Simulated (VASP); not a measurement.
A run of VASP 6.6.1 is set up as follows.

INCAR

```
SYSTEM = AlN
PREC     = Accurate       ! precision mode
ENCUT    = 600            ! plane-wave cutoff, eV
EDIFF    = 1E-6           ! SCF threshold, eV
ISMEAR   = 0              ! smearing method
SIGMA    = 0.02           ! smearing width, eV
LREAL    = .FALSE.        ! projectors in reciprocal space
LASPH    = .TRUE.         ! aspherical terms in the spheres
NELM     = 120            ! most SCF steps
ALGO     = Normal         ! electronic algorithm
ISIF     = 2              ! what is computed and relaxed
LWAVE    = .FALSE.        ! write WAVECAR
LCHARG   = .FALSE.        ! write CHGCAR
NBANDS   = 11             ! bands
GGA_COMPAT= .FALSE.
```

The input KPOINTS:

```
Automatic mesh
0
G
  10 10 10
  0 0 0
```

File POSCAR:

```
AlN
1.0
    0.0000000000      1.9852037835      1.9852037835
    1.9852037835      0.0000000000      1.9852037835
    1.9852037835      1.9852037835      0.0000000000
Al N
1 1
Direct
    0.5000000000      0.5000000000      0.5000000000
    0.0000000000      0.0000000000      0.0000000000
```

Potentials or basis: VASP PAW LDA potentials, release 64 (Al, N).

Launch:

```bash
$ cat potpaw_LDA.64/Al/POTCAR potpaw_LDA.64/N/POTCAR > POTCAR
$ mpirun -np 1 vasp_std > vasp.out
```

Estimate the pressure.

9.6 GPa.

Estimate the band gap on the k mesh.

5.00 eV (least direct gap 6.58 eV).

Caveat: the cell stands under pressure. A k mesh can miss the band edges.
